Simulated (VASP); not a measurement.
# Au (I4/mmm) in VASP: single point with PBE

Aim: the single point of Au with PBE.

Program: VASP 6.6.1. These are calculated values, not measurements. Logs are shortened: lines on timing, memory, paths and dates and some standing lists are left out, and cuts for length are marked.

## (1) The cell of the first run

The structure is tetragonal, space group I4/mmm (No. 139). Conventional cell: a = 2.932 Å, b = 2.932 Å, c = 3.981 Å, α = 90.00°, β = 90.00°, γ = 90.00°. Au (site symmetry 4/mmm) has 12 Au at 2.87 to 2.93 Å within 3.8 Å.

## (2) Single point, PBE

INCAR

```
  PREC = Accurate
  ENCUT = 520
  EDIFF = 1E-7
  ISMEAR = 0
  SIGMA = 0.15
  LREAL = False
  LASPH = True
  NELM = 80
  ALGO = Fast
  ISIF = 2
  LWAVE = False
  LCHARG = True
  GGA = PE
  LELF = True
  LVHAR = True
  NBANDS = 12
```

KPOINTS

```
Automatic mesh
0
Gamma
  22 22 22
```

POSCAR

```
Au
1.0
    0.0000000000      2.0735240303      1.9905830691
    2.0735240303      0.0000000000      1.9905830691
    2.0735240303      2.0735240303      0.0000000000
Au
1
Direct
    0.0000000000      0.0000000000      0.0000000000
```

Potentials or basis: VASP PAW PBE potentials, release 64 (Au).

Started as:

```bash
cat potpaw_PBE.64/Au/POTCAR > POTCAR
mpirun -np 1 vasp_std > vasp.out
```

OUTCAR:

```text
PREC = Accurate
   ENCUT = 520
   EDIFF = 1E-7
   ISMEAR = 0
   LREAL = False
   LASPH = True
   NELM = 80
   ISIF = 2
   GGA = PE

 ion  position               nearest neighbor table
   1  0.000  0.000  0.000-

  LATTYP: Found a body centered tetragonal cell.
 ALAT       =     2.9324058056
 C/A-ratio  =     1.3576450199

  Lattice vectors:

 A1 = (   0.0000000000,  -2.0735240303,  -1.9905830691)
 A2 = (   0.0000000000,   2.0735240303,  -1.9905830691)
 A3 = (   2.0735240303,   0.0000000000,   1.9905830691)

Analysis of symmetry for initial positions (statically):
=====================================================================
 Subroutine PRICEL returns:
 Original cell was already a primitive cell.

 Routine SETGRP: Setting up the symmetry group for a
 body centered tetragonal supercell.

 Subroutine GETGRP returns: Found 16 space group operations
 (whereof 16 operations were pure point group operations)
 out of a pool of 16 trial point group operations.

The static configuration has the point symmetry D_4h.

Analysis of symmetry for dynamics (positions and initial velocities):
=====================================================================
 Subroutine PRICEL returns:
 Original cell was already a primitive cell.

 Routine SETGRP: Setting up the symmetry group for a
 body centered tetragonal supercell.

 Subroutine GETGRP returns: Found 16 space group operations
 (whereof 16 operations were pure point group operations)
 out of a pool of 16 trial point group operations.

The dynamic configuration has the point symmetry D_4h.

 Subroutine INISYM returns: Found 16 space group operations
 (whereof 16 operations are pure point group operations),
 and found     1 'primitive' translations

----------------------------------------------------------------------------------------

                                     Primitive cell

  volume of cell :      17.1170

  direct lattice vectors                    reciprocal lattice vectors
     0.000000000  2.073524030  1.990583069    -0.241135378  0.241135378  0.251182685
     2.073524030  0.000000000  1.990583069     0.241135378 -0.241135378  0.251182685
     2.073524030  2.073524030  0.000000000     0.241135378  0.241135378 -0.251182685

  length of vectors
     2.874356077  2.874356077  2.932405806     0.423538997  0.423538997  0.423538997

  position of ions in fractional coordinates (direct lattice)
     0.000000000  0.000000000  0.000000000

  ion indices of the primitive-cell ions
   primitive index   ion index
                 1           1

----------------------------------------------------------------------------------------

 KPOINTS: Automatic mesh

Automatic generation of k-mesh.
 Grid dimensions read from file:
 generate k-points for:   22   22   22

 Generating k-lattice:

  Cartesian coordinates                     Fractional coordinates (reciprocal lattice)
    -0.010960699  0.010960699  0.011417395     0.045454545  0.000000000  0.000000000
     0.010960699 -0.010960699  0.011417395     0.000000000  0.045454545  0.000000000
     0.010960699  0.010960699 -0.011417395    -0.000000000 -0.000000000  0.045454545

  Length of vectors
     0.019251773  0.019251773  0.019251773

  Shift w.r.t. Gamma in fractional coordinates (k-lattice)
     0.000000000  0.000000000  0.000000000

 Subroutine IBZKPT returns following result:
 ===========================================

 Found    834 irreducible k-points:

 Following reciprocal coordinates:
            Coordinates               Weight
  0.000000  0.000000  0.000000      1.000000
  0.045455  0.000000  0.000000      8.000000
  0.090909  0.000000  0.000000      8.000000
  0.136364  0.000000  0.000000      8.000000
  0.181818  0.000000  0.000000      8.000000
  0.227273  0.000000  0.000000      8.000000
[... 16 lines left out ...]
  0.500000  0.045455  0.000000      8.000000
 -0.454545  0.045455  0.000000      8.000000
 [... further k-points ...]
   k-points           NKPTS =    834   k-points in BZ     NKDIM =    834   number of bands    NBANDS=     12
   number of dos      NEDOS =    301   number of ions     NIONS =      1
   total plane-waves  NPLWV =  13824
   dimension x,y,z NGX =    24 NGY =   24 NGZ =   24
   dimension x,y,z NGXF=    48 NGYF=   48 NGZF=   48
   ions per type =               1
   NGX,Y,Z   is equivalent  to a cutoff of  13.88, 13.88, 13.61 a.u.
   NGXF,Y,Z  is equivalent  to a cutoff of  27.76, 27.76, 27.21 a.u.
 SYSTEM =  unknown system
   PREC   = accura    normal or accurate (medium, high low for compatibility)
   ISTART =      0    job   : 0-new  1-cont  2-samecut
   ICHARG =      2    charge: 1-file 2-atom 10-const
   ISPIN  =      1    spin polarized calculation?
   LNONCOLLINEAR =      F non collinear calculations
   LSORBIT =      F    spin-orbit coupling
   LASPH  =      T    aspherical Exc in radial PAW
   ENCUT  =  520.0 eV  38.22 Ry    6.18 a.u.   5.34  5.34  5.45*2*pi/ulx,y,z
   NELM   =     80;   NELMIN=  2; NELMDL= -5     # of ELM steps
   EDIFF  = 0.1E-06   stopping-criterion for ELM
   LREAL  =      F    real-space projection
   EDIFFG = 0.1E-05   stopping-criterion for IOM
   NSW    =      0    number of steps for IOM
   IBRION =     -1    ionic relax: 0-MD 1-quasi-New 2-CG
   NFREE  =      0    steps in history (QN), initial steepest desc. (CG)
   ISIF   =      2    stress and relaxation
   ISYM   =      2    0-nonsym 1-usesym 2-fastsym
   POTIM  = 0.5000    time-step for ionic-motion
   TEBEG  =    0.0;   TEEND  =   0.0 temperature during run
   PSTRESS=    0.0 pullay stress
   NELECT =      11.0000    total number of electrons
   NUPDOWN=      -1.0000    fix difference up-down
   EMIN   =  10.00;   EMAX   =-10.00  energy-range for DOS
   EFERMI =   0.00;   METHOD = LEGACY
   ISMEAR =     0;   SIGMA  =   0.15  broadening in eV -4-tet -1-fermi 0-gaus
   EFERMI_NEDOS =   21; number of points for ismear=-14 and -15
   IALGO  =     68    algorithm
   IMIX   =      4    mixing-type and parameters
     AMIX     =   0.40;   BMIX     =  1.00
     AMIX_MAG =   1.60;   BMIX_MAG =  1.00
  volume/ion in A,a.u.               =      17.12       115.51
  Fermi-wavevector in a.u.,A,eV,Ry     =   1.412742  2.669696 27.155058  1.995840
  Thomas-Fermi vector in A             =   2.534459
   LORBIT       =      0    0 simple, 1 ext, 2 COOP (PROOUT), +10 PAW based schemes
   GGA     = PE    functional components
   LHFCALC =     F    Hartree Fock is set to
   AEXX    =    0.0000 exact exchange contribution
   IVDW    =     0    specifies the selected vdW correction
   LEPSILON=     F    determine dielectric tensor
   LRPA    =     F    only Hartree local field effects (RPA)
 non-spin polarized calculation
 RMM-DIIS sequential band-by-band and
 Gauss-broadening in eV      SIGMA  =   0.15
  energy-cutoff  :      520.00
  volume of cell :       17.12
 maximum number of plane-waves:       481
 NGX is ok and might be reduce to    24
   NGX = 11   NGY = 11   NGZ = 11

 number of electron      11.0000000 magnetization

 Free energy of the ion-electron system (eV)
  ---------------------------------------------------
  ext. energy  EPLUGINS =         0.00000000
  ---------------------------------------------------
  free energy    TOTEN  =        -3.20204551 eV

  energy without entropy =       -3.19894086  energy(sigma->0) =       -3.20049318

 E-fermi :   9.4073     XC(G=0): -12.6907

 val. band max:        9.4002441431   @ k =  -0.4545   0.0909   0.0455
 cond. band min:       9.4076838285   @ k =   0.5000   0.0909   0.0000
 fundamental gap:      0.0074396854
 Fermi energy:         9.4072876225

 k-point     1 :       0.0000    0.0000    0.0000
  band No.  band energies     occupation
      1      -0.4079      2.00000
      2       4.6219      2.00000
      3       4.6219      2.00000
      4       4.9678      2.00000
      5       6.0358      2.00000
      6       6.4155      2.00000
      7      23.9550      0.00000
      8      27.6718      0.00000
      9      27.6718      0.00000
     10      28.3832      0.00000
     11      32.8245      0.00000
     12      36.8516      0.00000

 k-point     2 :       0.0455    0.0000    0.0000
  band No.  band energies     occupation
      1      -0.3357      2.00000
      2       4.6162      2.00000
      3       4.6472      2.00000
      4       4.9742      2.00000
      5       6.0276      2.00000
      6       6.4007      2.00000
      7      24.0409      0.00000
      8      27.3243      0.00000
      9      27.7582      0.00000
     10      28.3142      0.00000
     11      33.2728      0.00000
     12      36.0045      0.00000

 k-point     3 :       0.0909    0.0000    0.0000
  band No.  band energies     occupation
      1      -0.1229      2.00000
      2       4.5879      2.00000
      3       4.7151      2.00000
      4       5.0065      2.00000
      5       6.0114      2.00000
      6       6.3626      2.00000
      7      24.2632      0.00000
      8      26.2792      0.00000
      9      28.0082      0.00000
     10      28.4767      0.00000
     11      33.5121      0.00000
     12      35.3217      0.00000

 k-point     4 :       0.1364    0.0000    0.0000
  band No.  band energies     occupation
      1       0.2179      2.00000
      2       4.5336      2.00000
      3       4.8014      2.00000
      4       5.0728      2.00000
      5       6.0136      2.00000
      6       6.3220      2.00000
      7      24.3255      0.00000
      8      25.1467      0.00000
      9      28.3913      0.00000
     10      28.8285      0.00000
     11      32.3628      0.00000
     12      34.4529      0.00000

 k-point     5 :       0.1818    0.0000    0.0000
  band No.  band energies     occupation
      1       0.6597      2.00000
      2       4.4890      2.00000
      3       4.8648      2.00000
      4       5.1442      2.00000
      5       6.0759      2.00000
      6       6.3148      2.00000
      7      23.1001      0.00000
      8      25.0788      0.00000
      9      28.8342      0.00000
     10      29.2398      0.00000
     11      31.3501      0.00000
     12      33.1810      0.00000
[... 228 lines left out ...]
      1       2.1689      2.00000
      2       4.6558      2.00000
      3       4.9137      2.00000
      4       6.2409      2.00000
      5       7.3240      2.00000
      6       7.4774      2.00000
      7      14.9398      0.00000
      8      23.7589      0.00000
      9      26.2686      0.00000
     10      27.8273      0.00000
     11      33.2339      0.00000
     12      34.0871      0.00000

 k-point    22 :       0.4545    0.0455    0.0000
  band No.  band energies     occupation
      1       2.1842      2.00000
      2       4.5988      2.00000
      3       4.8564      2.00000
      4       6.7355      2.00000
      5       7.4728      2.00000
      6       8.2041      2.00000
      7      13.4460      0.00000
      8      23.5173      0.00000
      9      25.9524      0.00000
     10      27.1795      0.00000
     11      33.6382      0.00000
     12      34.3770      0.00000

 k-point    23 :       0.5000    0.0455    0.0000
  band No.  band energies     occupation
      1       2.1839      2.00000
      2       4.5693      2.00000
      3       4.8296      2.00000
      4       6.9690      2.00000
      5       7.5148      2.00000
      6       8.8236      2.00000
      7      12.5129      0.00000
      8      23.4089      0.00000
      9      25.9021      0.00000
     10      26.7674      0.00000
     11      33.8843      0.00000
     12      34.4319      0.00000

 k-point    24 :      -0.4545    0.0455    0.0000
  band No.  band energies     occupation
      1       2.1839      2.00000
      2       4.5712      2.00000
      3       4.8366      2.00000
      4       6.9888      2.00000
      5       7.4406      2.00000
      6       8.6149      2.00000
      7      12.7879      0.00000
      8      23.4413      0.00000
      9      26.1463      0.00000
     10      26.6059      0.00000
     11      33.9043      0.00000
     12      34.2092      0.00000

 [... further k-points ...]

------------------------ aborting loop because EDIFF is reached ----------------------------------------

  FORCE on cell =-STRESS in cart. coord.  units (eV):
  Direction    XX          YY          ZZ          XY          YZ          ZX
  --------------------------------------------------------------------------------------
  -------------------------------------------------------------------------------------
  Total        0.7742277      0.7742277      0.9005651      0.0000000     -0.0000000     -0.0000000
  in kB       72.4687602     72.4687602     84.2941095      0.0000000     -0.0000000     -0.0000000
  external PRESSURE =      76.4105433 kB  Pullay stress =       0.0000000 kB

 VOLUME and BASIS-vectors are now :
 -----------------------------------------------------------------------------
  energy-cutoff  :      520.00
  volume of cell :       17.12
      direct lattice vectors                 reciprocal lattice vectors
     0.000000000  2.073524030  1.990583069    -0.241135378  0.241135378  0.251182685
     2.073524030  0.000000000  1.990583069     0.241135378 -0.241135378  0.251182685
     2.073524030  2.073524030  0.000000000     0.241135378  0.241135378 -0.251182685

 POSITION                                       TOTAL-FORCE (eV/Angst)
 -----------------------------------------------------------------------------------
      0.00000      0.00000      0.00000        -0.000000      0.000000      0.000000
 -----------------------------------------------------------------------------------
    total drift:                               -0.000000     -0.000000      0.000000

  FREE ENERGIE OF THE ION-ELECTRON SYSTEM (eV)
  ---------------------------------------------------
  free  energy   TOTEN  =        -3.2020455070 eV

  energy  without entropy=       -3.1989408558  energy(sigma->0) =       -3.20049318
```

It took 74 s on 1 thread of Intel Xeon 6975P-C (Granite Rapids), shared host; peak memory 0.28 GiB.

Results:

- Free energy: -3.2020 eV
- Pressure: 7.6 GPa
- Band gap on the k mesh: zero (an odd number of electrons rules out a gap without spin polarisation)

Stress tensor (GPa, compression positive):
```
7.25 0.00 0.00
0.00 7.25 0.00
0.00 0.00 8.43
```

Levels at points of the mesh, in eV from the Fermi level:
```tsv
k point	band 4	band 5	band 6	band 7	band 8	band 9
(0.00, 0.00, 0.00)	-4.44	-3.37	-2.99	14.55	18.26	18.26
(0.50, 0.00, 0.00)	-2.07	-1.89	-0.94	3.05	13.91	16.66
(0.50, 0.50, 0.00)	-1.65	-1.65	1.51	6.37	9.52	9.52
(0.50, 0.00, 0.50)	-1.81	-1.54	0.80	5.43	10.20	10.30
```

Caveat: the cell stands under pressure; spin-orbit coupling is left out, which moves the levels of the heavy elements.
